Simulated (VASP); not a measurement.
**ZnSe: relaxation of cell and atoms with r2SCAN**

The system is ZnSe.

```
Zn Se
1.0
     2.83293    2.83293    0.00000
    -2.83293    2.83293    0.00000
     0.00000    2.83293    2.83293
Zn Se
1 1
Direct
  0.00000 0.00000 0.00000
  0.75000 0.25000 0.50000
```

```
Program                : VASP 6.6.1
Task                   : relaxation of cell and atoms
Functional             : r2SCAN
Potentials or basis    : VASP PAW PBE potentials, release 64 (Zn, Se)
Cutoff                 : 600 eV
k mesh                 : 8 × 8 × 8
Occupations            : gaussian, width 0.01 eV
Spin                   : no spin polarisation
Target pressure        : 10 GPa
Dipole correction      : no
Further INCAR settings : ALGO = Normal; EDIFF = 1e-06; IBRION = 2; EDIFFG = -0.002; NSW = 100; ISIF = 3
```

```yaml
Relaxed_volume: 20.23 Å³/atom
Relaxed_cell: a = 3.853 Å, b = 3.853 Å, c = 3.853 Å, α = 60.00°, β = 60.00°, γ = 90.00°
Space_group_after_relaxing_to_0.1_Å: F-43m (No. 216)
Energy_change_on_relaxing_the_run_minimises_the_enthalpy: +69.6 meV/atom
Ionic_steps: 7
Pressure_after_relaxing: 10.0 GPa
Band_gap_on_the_k_mesh: 2.40 eV
```

The path:
| step | energy change (eV) | largest force (eV/Å) | pressure (GPa) | volume (Å³) |
| --- | --- | --- | --- | --- |
| 1 | 0.0000 | 0.0000 | 0.04 | 45.47 |
| 2 | 0.4969 | 0.0000 | 22.33 | 36.79 |
| 3 | 0.1375 | 0.0000 | 9.98 | 40.48 |
| 4 | 0.1435 | 0.0000 | 10.20 | 40.38 |
| 5 | 0.1353 | 0.0000 | 9.81 | 40.52 |
| 6 | 0.1410 | 0.0000 | 10.09 | 40.43 |
| 7 | 0.1391 | 0.0000 | 10.01 | 40.45 |

Final structure:
```cif
data_structure
_symmetry_space_group_name_H-M 'P 1'
_symmetry_Int_Tables_number 1
_cell_length_a 3.8532
_cell_length_b 3.8532
_cell_length_c 3.8532
_cell_angle_alpha 60.000
_cell_angle_beta 60.000
_cell_angle_gamma 90.000
_cell_volume 40.45
loop_
_atom_site_label
_atom_site_type_symbol
_atom_site_fract_x
_atom_site_fract_y
_atom_site_fract_z
_atom_site_occupancy
Zn1 Zn 0.00000 0.00000 0.00000 1
Se1 Se 0.75000 0.25000 0.50000 1
```

Levels at points of the mesh, in eV from the valence-band top:
| k point | band 5 | band 6 | band 7 | band 8 | band 9 | band 10 | band 11 | band 12 | band 13 |
| --- | --- | --- | --- | --- | --- | --- | --- | --- | --- |
| (0.00, 0.00, 0.00) | -6.67 | -6.67 | 0.00 | 0.00 | 0.00 | 2.40 | 6.24 | 6.24 | 6.24 |
| (0.50, 0.00, 0.00) | -6.64 | -6.47 | -6.15 | -1.08 | -1.08 | 3.27 | 6.81 | 6.81 | 9.36 |
| (0.50, 0.50, 0.00) | -6.60 | -6.44 | -5.34 | -2.70 | -2.70 | 3.05 | 3.82 | 12.52 | 12.93 |

Run time: 5.2 min on 1 thread of Intel(R) Xeon(R) Platinum 8375C CPU @ 2.90GHz (Ice Lake), with other jobs on the host, peak memory 0.21 GiB.

Caveat: the cell is relaxed towards a set pressure, so the run minimises the enthalpy, not the energy; the PAW data sets were made with another functional, which shifts forces and pressure a little.
